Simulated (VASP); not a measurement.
The system is Pt.

```
Pt
1.0
     0.00000   -1.95790   -1.95790
     1.95790    0.00000   -1.95790
     1.95790   -1.95790    0.00000
Pt
1
Cartesian
  0.0000 0.0000 0.0000
```

* Program: VASP 6.6.1
* Task: relaxation of cell and atoms
* Functional: PBE
* Potentials or basis: VASP PAW PBE potentials, release 64 (Pt)
* Cutoff: 500 eV
* k mesh: 8 × 8 × 8
* Occupations: gaussian, width 0.1 eV
* Spin: no spin polarisation

At the start: pressure 10.3 GPa; volume 15.01 Å³/atom.

**Question.** How do energy, volume and symmetry change on relaxing?

**Answer.** Over 3 steps the energy falls by 17.2 meV/atom and the volume is 15.59 Å³/atom (+3.9 %); space group Fm-3m (No. 225, to 0.05 Å).

Step by step:
| step | energy change (eV) | largest force (eV/Å) | pressure (GPa) | volume (Å³) |
| --- | --- | --- | --- | --- |
| 1 | 0.0000 | 0.0000 | 10.27 | 15.01 |
| 2 | 0.0885 | 0.0000 | -18.45 | 17.20 |
| 3 | -0.0172 | 0.0000 | -0.33 | 15.59 |

Final structure:
```
Pt
1.0
     0.00000   -1.98296   -1.98296
     1.98296    0.00000   -1.98296
     1.98296   -1.98296    0.00000
Pt
1
Direct
  0.00000 0.00000 0.00000
```
